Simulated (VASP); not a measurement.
# V in VASP: settings compared

The runs below take V through phonons, single point, elastic constants, with LDA+U, RPBE+U, PBE, LDA.

Program: VASP 6.6.1. These are calculated values, not measurements. Logs are shortened: lines on timing, memory, paths and dates and some standing lists are left out, and cuts for length are marked.

### 1 The cell of the first run

Symmetry: Im-3m, No. 229, cubic system. The conventional cell has a = 3.029 Å, b = 3.029 Å, c = 3.029 Å, α = 90.00°, β = 90.00°, γ = 90.00°. Within 3.5 Å of V (site symmetry m-3m) lie 14 V at 2.62 to 3.03 Å.

### 2 Phonons, LDA+U, collinear spin, ferromagnetic start

Contents of INCAR:

```
SYSTEM = V
PREC = Accurate
ENCUT = 520
EDIFF = 1E-8
ISMEAR = 1
SIGMA = 0.05
LREAL = .FALSE.
LASPH = .TRUE.
NELM = 150
ALGO = Normal
ISIF = 2
LWAVE = .FALSE.
LCHARG = .TRUE.
ISPIN = 2
MAGMOM = 2
LORBIT = 11
LMAXMIX = 4
LDAU = .TRUE.
LDAUTYPE = 2
LDAUL = 2
LDAUU = 8
LDAUJ = 0
LDAUPRINT = 1
IBRION = 6
NFREE = 2
POTIM = 0.015
NSW = 1
```

Contents of KPOINTS:

```
Automatic mesh
0
G
  10 10 10
  0 0 0
```

Contents of POSCAR:

```
V
1.0
   -1.5143500000      1.5143500000      1.5143500000
    1.5143500000     -1.5143500000      1.5143500000
    1.5143500000      1.5143500000     -1.5143500000
V
1
Direct
    0.0000000000      0.0000000000      0.0000000000
```

Potentials or basis: VASP PAW LDA potentials, release 64 (V_sv).

The run is started by

```console
cat potpaw_LDA.64/V_sv/POTCAR > POTCAR
mpirun -np 1 vasp_std > vasp.out
```

OUTCAR:

```text
SYSTEM = V
   PREC = Accurate
   ENCUT = 520
   EDIFF = 1E-8
   ISMEAR = 1
   LREAL = .FALSE.
   LASPH = .TRUE.
   NELM = 150
   ISIF = 2
   ISPIN = 2
   LORBIT = 11
   IBRION = 6
   NFREE = 2
   POTIM = 0.015
   NSW = 1

 ion  position               nearest neighbor table
   1  0.000  0.000  0.000-

  LATTYP: Found a body centered cubic cell.
 ALAT       =     3.0287000000

  Lattice vectors:

 A1 = (  -1.5143500000,   1.5143500000,   1.5143500000)
 A2 = (   1.5143500000,  -1.5143500000,   1.5143500000)
 A3 = (   1.5143500000,   1.5143500000,  -1.5143500000)

Analysis of symmetry for initial positions (statically):
=====================================================================
 Subroutine PRICEL returns:
 Original cell was already a primitive cell.

 Routine SETGRP: Setting up the symmetry group for a
 body centered cubic supercell.

 Subroutine GETGRP returns: Found 48 space group operations
 (whereof 48 operations were pure point group operations)
 out of a pool of 48 trial point group operations.

The static configuration has the point symmetry O_h .

Analysis of symmetry for dynamics (positions and initial velocities):
=====================================================================
 Subroutine PRICEL returns:
 Original cell was already a primitive cell.

 Routine SETGRP: Setting up the symmetry group for a
 body centered cubic supercell.

 Subroutine GETGRP returns: Found 48 space group operations
 (whereof 48 operations were pure point group operations)
 out of a pool of 48 trial point group operations.

The dynamic configuration has the point symmetry O_h .

Analysis of structural, dynamic, and magnetic symmetry:
=====================================================================
 Subroutine PRICEL returns:
 Original cell was already a primitive cell.

 Routine SETGRP: Setting up the symmetry group for a
 body centered cubic supercell.

 Subroutine GETGRP returns: Found 48 space group operations
 (whereof 48 operations were pure point group operations)
 out of a pool of 48 trial point group operations.

The overall configuration has the point symmetry O_h .

 Subroutine INISYM returns: Found 48 space group operations
 (whereof 48 operations are pure point group operations),
 and found     1 'primitive' translations

----------------------------------------------------------------------------------------

                                     Primitive cell

  volume of cell :      13.8912

  direct lattice vectors                    reciprocal lattice vectors
    -1.514350000  1.514350000  1.514350000     0.000000000  0.330174662  0.330174662
     1.514350000 -1.514350000  1.514350000     0.330174662  0.000000000  0.330174662
     1.514350000  1.514350000 -1.514350000     0.330174662  0.330174662  0.000000000

  length of vectors
     2.622931140  2.622931140  2.622931140     0.466937486  0.466937486  0.466937486

  position of ions in fractional coordinates (direct lattice)
     0.000000000  0.000000000  0.000000000

  ion indices of the primitive-cell ions
   primitive index   ion index
                 1           1
[... 101 lines left out ...]
   GGA     = CA    functional components
   LHFCALC =     F    Hartree Fock is set to
   AEXX    =    0.0000 exact exchange contribution
   IVDW    =     0    specifies the selected vdW correction
   LEPSILON=     F    determine dielectric tensor
   LRPA    =     F    only Hartree local field effects (RPA)
 finite differences with symmetry
 spin polarized calculation
 Methfessel and Paxton  Order N= 1 SIGMA  =   0.05
  energy-cutoff  :      520.00
  volume of cell :       13.89
 maximum number of plane-waves:       386
   NGX =  9   NGY =  9   NGZ =  9

--------------------------------------- Ionic step        1  -------------------------------------------

 number of electron      12.9999996 magnetization       2.6982645

 Free energy of the ion-electron system (eV)
  ---------------------------------------------------
  ext. energy  EPLUGINS =         0.00000000
  ---------------------------------------------------
  free energy    TOTEN  =        -2.72365825 eV

  energy without entropy =       -2.72343340  energy(sigma->0) =       -2.72358330

------------------------ aborting loop because EDIFF is reached ----------------------------------------

  FORCE on cell =-STRESS in cart. coord.  units (eV):
  Direction    XX          YY          ZZ          XY          YZ          ZX
  --------------------------------------------------------------------------------------
  -------------------------------------------------------------------------------------
  Total        4.8658189      4.8658189      4.8658189      0.0000000      0.0000000      0.0000000
  in kB      561.2130333    561.2130333    561.2130333      0.0000000      0.0000000      0.0000000
  external PRESSURE =     561.2130333 kB  Pullay stress =       0.0000000 kB
[... 51 lines left out ...]
  FREE ENERGIE OF THE ION-ELECTRON SYSTEM (eV)
  ---------------------------------------------------
  free  energy   TOTEN  =        -2.7236573218 eV

  energy  without entropy=       -2.7234324088  energy(sigma->0) =       -2.72358235

atom =   1  type =  1  l = 2

 onsite density matrix

spin component  1

  0.8317  0.0000  0.0000 -0.0000 -0.0000
  0.0000  0.8317 -0.0000 -0.0000 -0.0000
  0.0000 -0.0000  0.1423 -0.0000 -0.0000
 -0.0000 -0.0000 -0.0000  0.8317  0.0000
 -0.0000 -0.0000 -0.0000  0.0000  0.1423

spin component  2

  0.0321  0.0000  0.0000  0.0000  0.0000
  0.0000  0.0321  0.0000  0.0000 -0.0000
  0.0000  0.0000  0.1185  0.0000  0.0000
  0.0000  0.0000  0.0000  0.0321 -0.0000
  0.0000 -0.0000  0.0000 -0.0000  0.1185

 occupancies and eigenvectors

  o =  0.0321  v =  0.0000  0.0000  0.0000  0.0000  0.0000 -0.1455  0.9894  0.0000  0.0043  0.0000      0.0000  0.0000  0.0000  0.0000  0.0000  0.0000  0.0000  0.0000  0.0000  0.0000
  o =  0.0321  v =  0.0000  0.0000  0.0000  0.0000  0.0000  0.7398  0.1117  0.0000 -0.6635 -0.0000      0.0000  0.0000  0.0000  0.0000  0.0000  0.0000  0.0000  0.0000  0.0000  0.0000
  o =  0.0321  v =  0.0000  0.0000  0.0000  0.0000  0.0000  0.6569  0.0933 -0.0000  0.7482  0.0000      0.0000  0.0000  0.0000  0.0000  0.0000  0.0000  0.0000  0.0000  0.0000  0.0000
  o =  0.1185  v =  0.0000  0.0000  0.0000  0.0000  0.0000  0.0000 -0.0000  0.9491  0.0000 -0.3150      0.0000  0.0000  0.0000  0.0000  0.0000  0.0000  0.0000  0.0000  0.0000  0.0000
  o =  0.1185  v =  0.0000  0.0000  0.0000  0.0000  0.0000 -0.0000 -0.0000 -0.3150  0.0000 -0.9491      0.0000  0.0000  0.0000  0.0000  0.0000  0.0000  0.0000  0.0000  0.0000  0.0000
  o =  0.1423  v =  0.0000 -0.0000 -0.9936  0.0000 -0.1133  0.0000  0.0000  0.0000  0.0000  0.0000      0.0000  0.0000  0.0000  0.0000  0.0000  0.0000  0.0000  0.0000  0.0000  0.0000
  o =  0.1423  v =  0.0000 -0.0000  0.1133  0.0000 -0.9936  0.0000  0.0000  0.0000  0.0000  0.0000      0.0000  0.0000  0.0000  0.0000  0.0000  0.0000  0.0000  0.0000  0.0000  0.0000
  o =  0.8317  v =  0.0000 -0.9998  0.0000 -0.0194  0.0000  0.0000  0.0000  0.0000  0.0000  0.0000      0.0000  0.0000  0.0000  0.0000  0.0000  0.0000  0.0000  0.0000  0.0000  0.0000
  o =  0.8317  v =  0.0000 -0.0194 -0.0000  0.9998  0.0000  0.0000  0.0000  0.0000  0.0000  0.0000      0.0000  0.0000  0.0000  0.0000  0.0000  0.0000  0.0000  0.0000  0.0000  0.0000
  o =  0.8317  v =  1.0000  0.0000  0.0000  0.0000  0.0000  0.0000  0.0000  0.0000  0.0000  0.0000      0.0000  0.0000  0.0000  0.0000  0.0000  0.0000  0.0000  0.0000  0.0000  0.0000

--------------------------------------- Ionic step        3  -------------------------------------------

 number of electron      12.9999997 magnetization       2.6980387

 Free energy of the ion-electron system (eV)
  ---------------------------------------------------
  ext. energy  EPLUGINS =         0.00000000
  ---------------------------------------------------
  free energy    TOTEN  =        -2.72365732 eV

  energy without entropy =       -2.72343241  energy(sigma->0) =       -2.72358235

 E-fermi :  10.8375     XC(G=0): -12.9244

 val. band max:       10.8264630928   @ k =  -0.4000   0.5000   0.1000
 cond. band min:      10.8517671863   @ k =   0.5000   0.5000   0.2000
 fundamental gap:      0.0253040934
 Fermi energy:        10.8374886598

 spin component 1

 k-point     1 :       0.0000    0.0000    0.0000
  band No.  band energies     occupation
      1     -53.8208      1.00000
      2     -27.6039      1.00000
      3     -27.6039      1.00000
      4     -27.6039      1.00000
      5       2.1906      1.00000
      6       6.6499      1.00000
      7       6.6500      1.00000
      8       6.6500      1.00000
      9      14.1569      0.00000
     10      14.1570      0.00000
     11      28.8759      0.00000
[... 690 lines left out ...]
  FREE ENERGIE OF THE ION-ELECTRON SYSTEM (eV)
  ---------------------------------------------------
  free  energy   TOTEN  =        -2.7236573205 eV

  energy  without entropy=       -2.7234324073  energy(sigma->0) =       -2.72358235

 INTERNAL STRAIN TENSORS FROM DISPLACED ATOMS
 ============================================

 INTERNAL STRAIN TENSOR FOR ION    1 for displacements in x,y,z  (eV/Angst):
          X           Y           Z          XY          YZ          ZX
  --------------------------------------------------------------------------------
  x     0.00000     0.00000     0.00000     0.00000     0.00000     0.00000
  y     0.00000     0.00000     0.00000     0.00000     0.00000     0.00000
  z     0.00000     0.00000     0.00000     0.00000     0.00000     0.00000

 Eigenvectors and eigenvalues of the dynamical matrix
 ----------------------------------------------------

   1 f/i=    0.000000 THz     0.000000 2PiTHz    0.000000 cm-1     0.000000 meV
             X         Y         Z           dx          dy          dz
      0.000000  0.000000  0.000000     1.000000    0.000000    0.000000

   2 f/i=    0.000000 THz     0.000000 2PiTHz    0.000000 cm-1     0.000000 meV
             X         Y         Z           dx          dy          dz
      0.000000  0.000000  0.000000     0.000000    1.000000    0.000000

   3 f/i=    0.000000 THz     0.000000 2PiTHz    0.000000 cm-1     0.000000 meV
             X         Y         Z           dx          dy          dz
      0.000000  0.000000  0.000000     0.000000    0.000000    1.000000

 ELASTIC MODULI CONTR FROM IONIC RELAXATION (kBar)
 Direction    XX          YY          ZZ          XY          YZ          ZX
 --------------------------------------------------------------------------------
 XX           0.0000      0.0000      0.0000      0.0000      0.0000      0.0000
 YY           0.0000      0.0000      0.0000      0.0000      0.0000      0.0000
 ZZ           0.0000      0.0000      0.0000      0.0000      0.0000      0.0000
 XY           0.0000      0.0000      0.0000      0.0000      0.0000      0.0000
 YZ           0.0000      0.0000      0.0000      0.0000      0.0000      0.0000
 ZX           0.0000      0.0000      0.0000      0.0000      0.0000      0.0000
 --------------------------------------------------------------------------------

 total charge

# of ion       s       p       d       tot
------------------------------------------
    1        2.366   6.244   3.088  11.697

 magnetization (x)

# of ion       s       p       d       tot
------------------------------------------
    1       -0.015   0.069   2.432   2.486
```

Wall time 26 s (1 thread of Intel Xeon 6975P-C (Granite Rapids), shared host); peak memory 0.14 GiB.

Results:

| Item | Value |
| --- | --- |
| Net moment | 2.70 μB per cell |
| Site moments | V +2.49 μB |
| Valence electrons inside the program's atomic spheres | V 11.70 |

Eigenvalues of the final occupation matrices:
```tsv
site	spin	trace	eigenvalues
site 1 d	1	2.78	0.14 0.14 0.83 0.83 0.83
site 1 d	2	0.33	0.03 0.03 0.03 0.12 0.12
```

Caveat: the cell stands under pressure or tension, which shifts response properties; the U is typed as a test and isn't derived for this compound. The state reached can hang on the start; a lower one may exist.

### 3 Single point, RPBE+U, collinear spin, ferromagnetic start (the cell strained at random)

Contents of INCAR:

```
ALGO = Normal
EDIFF = 1E-6
ENCUT = 520
GGA = RP
ISIF = 2
ISMEAR = 0
ISPIN = 2
LASPH = T
LCHARG = T
LDAU = T
LDAUJ = 0
LDAUL = 2
LDAUPRINT = 1
LDAUTYPE = 2
LDAUU = 7
LELF = T
LMAXMIX = 4
LORBIT = 11
LREAL = F
LVHAR = T
LWAVE = F
MAGMOM = 2
NBANDS = 16
NELM = 150
PREC = Accurate
SIGMA = 0.05
```

Contents of KPOINTS:

```
k-points
0
Gamma
  9 10 9
```

Contents of POSCAR:

```
V
1.0
   -1.5252480000      1.5153430000      1.4941980000
    1.5006000000     -1.5336870000      1.4878940000
    1.5403020000      1.5487410000     -1.5125420000
V
1
Direct
    0.0000000000      0.0000000000      0.0000000000
```

Potentials or basis: VASP PAW PBE potentials, release 64 (V_sv).

The run is started by

```console
cat potpaw_PBE.64/V_sv/POTCAR > POTCAR
mpirun -np 1 vasp_std > vasp.out
```

It took 3.4 min on 1 thread of Intel Xeon 6975P-C (Granite Rapids), shared host; peak memory 0.24 GiB.

It converged, with:

- Free energy: -2.3143 eV
- Pressure: 67.1 GPa
- Net moment: 2.51 μB per cell
- Site moments: V +2.34 μB
- Valence electrons inside the program's atomic spheres: V 11.65

Stress tensor (GPa, compression positive):
```
66.33 -1.09  2.44
-1.09 65.07  1.08
 2.44  1.08 69.93
```

Levels at points of the mesh, in eV from the Fermi level:
Spin up:
| k point | band 5 | band 6 | band 7 | band 8 | band 9 | band 10 | band 11 | band 12 |
| --- | --- | --- | --- | --- | --- | --- | --- | --- |
| (0.00, 0.00, 0.00) | -8.48 | -4.02 | -3.83 | -3.57 | 3.46 | 3.71 | 17.88 | 18.06 |
| (0.00, 0.50, 0.00) | -5.85 | -5.19 | -0.24 | -0.14 | 2.11 | 3.95 | 7.89 | 13.59 |
Spin down:
| k point | band 3 | band 4 | band 5 | band 6 | band 7 | band 8 |
| --- | --- | --- | --- | --- | --- | --- |
| (0.00, 0.00, 0.00) | -36.56 | -36.55 | -7.45 | 4.03 | 4.18 | 4.26 |
| (0.00, 0.50, 0.00) | -36.86 | -36.59 | -1.94 | 0.78 | 2.11 | 4.87 |

Eigenvalues of the final occupation matrices:
| site | spin | trace | eigenvalues |
| --- | --- | --- | --- |
| site 1 d | 1 | 2.68 | 0.13 0.13 0.80 0.81 0.82 |
| site 1 d | 2 | 0.39 | 0.03 0.03 0.04 0.15 0.15 |

Caveat: the cell differs from its parent crystal (the cell strained at random); the cell stands under pressure; the PAW data sets were made with another functional, which shifts forces and pressure a little; the U is typed as a test and isn't derived for this compound.

### 4 Elastic constants, PBE, collinear spin, ferromagnetic start

Contents of INCAR:

```
SYSTEM = V
PREC = Accurate
ENCUT = 600
EDIFF = 1E-8
ISMEAR = -1
SIGMA = 0.05
LREAL = .FALSE.
LASPH = .TRUE.
NELM = 150
ALGO = Fast
ISIF = 3
LWAVE = .FALSE.
LCHARG = .FALSE.
ISPIN = 2
MAGMOM = 2
LORBIT = 11
LMAXMIX = 4
GGA = PE
IBRION = 6
NFREE = 2
POTIM = 0.015
NSW = 1
```

Contents of KPOINTS:

```
Automatic mesh
0
G
  9 9 9
  0 0 0
```

Contents of POSCAR:

```
V
1.0
   -1.5143500000      1.5143500000      1.5143500000
    1.5143500000     -1.5143500000      1.5143500000
    1.5143500000      1.5143500000     -1.5143500000
V
1
Direct
    0.0000000000      0.0000000000      0.0000000000
```

The run is started by

```console
cat potpaw_PBE.64/V_sv/POTCAR > POTCAR
mpirun -np 1 vasp_std > vasp.out
```

It took 16 min on 1 thread of Intel Xeon 8259CL, shared host; peak memory 0.26 GiB.

Results (log left out):

* Net moment: 0.00 μB per cell
* Valence electrons inside the program's atomic spheres: V 11.60
* Elastic constants C11, C12, C44: 177, 148, -55 GPa
* Voigt bulk modulus: 158 GPa

Elastic tensor in Voigt notation (GPa, in the Cartesian axes of the cell as first typed):
```
177 148 148   0   0   0
148 177 148   0   0   0
148 148 177   0   0   0
  0   0   0 -55   0   0
  0   0   0   0 -55   0
  0   0   0   0   0 -55
```

Clamped-ion elastic tensor (GPa):
```
177 148 148   0   0   0
148 177 148   0   0   0
148 148 177   0   0   0
  0   0   0 -55   0   0
  0   0   0   0 -55   0
  0   0   0   0   0 -55
```

Caveat: the cell is under stress, which shifts elastic constants; the elastic tensor has a negative eigenvalue, so either the cell is unstable as it stands or the mesh is too thin; the moments typed at the start vanished in this run.

### 5 Elastic constants, LDA, collinear spin, ferromagnetic start

Contents of INCAR:

```
PREC = Accurate ; ENCUT = 600
EDIFF = 1E-8 ; ISMEAR = -1
SIGMA = 0.05 ; LREAL = False
LASPH = True ; NELM = 150
ALGO = Fast ; ISIF = 3
LWAVE = False ; LCHARG = False
ISPIN = 2 ; MAGMOM = 2
LORBIT = 11 ; LMAXMIX = 4
GGA = CA ; IBRION = 6
NFREE = 2 ; POTIM = 0.015
NSW = 1
```

Contents of KPOINTS:

```
regular mesh
0
Gamma
  9 9 9
```

POSCAR is that of step 4.

Potentials or basis: VASP PAW LDA potentials, release 64 (V_sv).

The run is started by

```console
cat potpaw_LDA.64/V_sv/POTCAR > POTCAR
mpirun -np 1 vasp_std > vasp.out
```

Run time: 12 min. Hardware: 1 thread of Intel Xeon 8259CL, shared host; peak memory 0.24 GiB.

The run converged. Its results:

```yaml
Net_moment: 0.00 μB per cell
Valence_electrons_inside_the_program's_atomic_spheres: V 11.63
Elastic_constants_C11_C12_C44: 186, 128, -48 GPa
Voigt_bulk_modulus: 148 GPa
```

Elastic tensor in Voigt notation (GPa, in the Cartesian axes of the cell as first typed):
```
186 128 128   0   0   0
128 186 128   0   0   0
128 128 186   0   0   0
  0   0   0 -48   0   0
  0   0   0   0 -48   0
  0   0   0   0   0 -48
```

Clamped-ion elastic tensor (GPa):
```
186 128 128   0   0   0
128 186 128   0   0   0
128 128 186   0   0   0
  0   0   0 -48   0   0
  0   0   0   0 -48   0
  0   0   0   0   0 -48
```

Caveat: the cell is under stress, which shifts elastic constants; the elastic tensor has a negative eigenvalue, so either the cell is unstable as it stands or the mesh is too thin; the moments typed at the start vanished in this run.

### 6 The runs side by side

| task | level | potentials or basis | U | cell | k mesh | cutoff (eV) | smearing | ions in elastic constants | moment (μB) |
| --- | --- | --- | --- | --- | --- | --- | --- | --- | --- |
| phonons | LDA+U | VASP PAW LDA potentials, release 64 (V_sv) | V d U = 8.0 eV | a = 2.623 Å, angles 109.5°, 1 atom | 10 × 10 × 10 | 520 | methfessel-paxton 0.05 eV | - | 2.70 |
| single point | RPBE+U | VASP PAW PBE potentials, release 64 (V_sv) | V d U = 7.0 eV | a = 2.618, b = 2.611, c = 2.657 Å, angles 109.5, 109.0, 110.5°, 1 atom | 9 × 10 × 9 | 520 | gaussian 0.05 eV | - | 2.51 |
| elastic constants | PBE | VASP PAW PBE potentials, release 64 (V_sv) | - | a = 2.623 Å, angles 109.5°, 1 atom | 9 × 9 × 9 | 600 | fermi-dirac 0.05 eV | relaxed | 0.00 |
| elastic constants | LDA | VASP PAW LDA potentials, release 64 (V_sv) | - | a = 2.623 Å, angles 109.5°, 1 atom | 9 × 9 × 9 | 600 | fermi-dirac 0.05 eV | relaxed | 0.00 |

Alike in all rows: spin collinear, ferromagnetic start.

Caveats: the U is typed as a test and isn't derived for this compound (at least some runs); the cell is under stress, which shifts elastic constants (at least some runs); the elastic tensor has a negative eigenvalue, so either the cell is unstable as it stands or the mesh is too thin (at least some runs); the moments typed at the start vanished in this run (at least some runs); the cell stands under pressure or tension, which shifts response properties (at least some runs); the cell stands under pressure (at least some runs); the PAW data sets were made with another functional, which shifts forces and pressure a little (at least some runs).

Total energies depend on the potentials used, so only differences within one code and one set of settings carry meaning.
